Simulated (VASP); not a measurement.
Write the native input for VASP 6.6.1 that does the following.

| Property | Result |
| --- | --- |
| Task | relaxation of cell and atoms |
| Functional | PBE |
| Potentials or basis | VASP PAW PBE potentials, release 64 (Cd, Se) |
| Cutoff | 600 eV |
| k mesh | 12 × 12 × 4 |
| Occupations | gaussian, width 0.1 eV |
| Spin | no spin polarisation |
| Dipole correction | no |
| Further INCAR settings | ALGO = Normal; EDIFF = 1e-07; IBRION = 2; EDIFFG = -0.01; NSW = 100; ISIF = 3 |

The structure of Cd2Se3 lies in POSCAR:

```
Cd2Se3
1.0
    4.4428698153      0.0000000000      0.0000000000
   -2.2214349077      3.8476381258      0.0000000000
    0.0000000000      0.0000000000      9.4848693907
Cd Se
2 3
Direct
    0.3333333333      0.6666666667      0.0936680915
    0.0000000000      0.0000000000      0.4611732158
    0.3333333333      0.6666666667      0.3777012194
    0.0000000000      0.0000000000      0.0002638956
    0.0000000000      0.0000000000      0.7481935778
```

The input as run:

INCAR

```
PREC     = Accurate       # precision mode
ENCUT    = 600            # plane-wave cutoff, eV
EDIFF    = 1E-7           # SCF threshold, eV
ISMEAR   = 0              # smearing method
SIGMA    = 0.1            # smearing width, eV
LREAL    = F              # projectors in reciprocal space
LASPH    = T              # aspherical terms in the spheres
NELM     = 80             # most SCF steps
ALGO     = Normal         # electronic algorithm
ISIF     = 3              # what is computed and relaxed
LWAVE    = F              # write WAVECAR
LCHARG   = F              # write CHGCAR
GGA      = PE             # functional
IBRION   = 2              # ionic algorithm
NSW      = 100            # ionic steps
EDIFFG   = -0.01          # ionic threshold
```

KPOINTS

```
regular mesh
0
Gamma
  12 12 4
```

Potentials or basis: VASP PAW PBE potentials, release 64 (Cd, Se).

The run is started by

```bash
$ cat potpaw_PBE.64/Cd/POTCAR potpaw_PBE.64/Se/POTCAR > POTCAR
$ mpirun -np 1 vasp_std > vasp.out
```

It gave:

```
Relaxed volume                        : 32.66 Å³/atom
Relaxed cell                          : a = 4.467 Å, b = 4.467 Å, c = 9.453 Å, α = 90.00°, β = 90.00°, γ = 120.00°
Space group after relaxing (to 0.1 Å) : P3m1 (No. 156)
Energy gained by relaxing             : 1.3 meV/atom
Ionic steps                           : 13
Pressure after relaxing               : 0.0 GPa
Largest force after relaxing          : 0.008 eV/Å
Band gap on the k mesh                : zero (bands 21 and 22 overlap by 0.11 eV)
```

Caveat: semilocal functionals underestimate gaps, and a narrow one can read as zero.

It took 20 min on 1 thread of Intel(R) Xeon(R) 6975P-C (Granite Rapids), with other jobs on the host, peak memory 0.55 GiB.
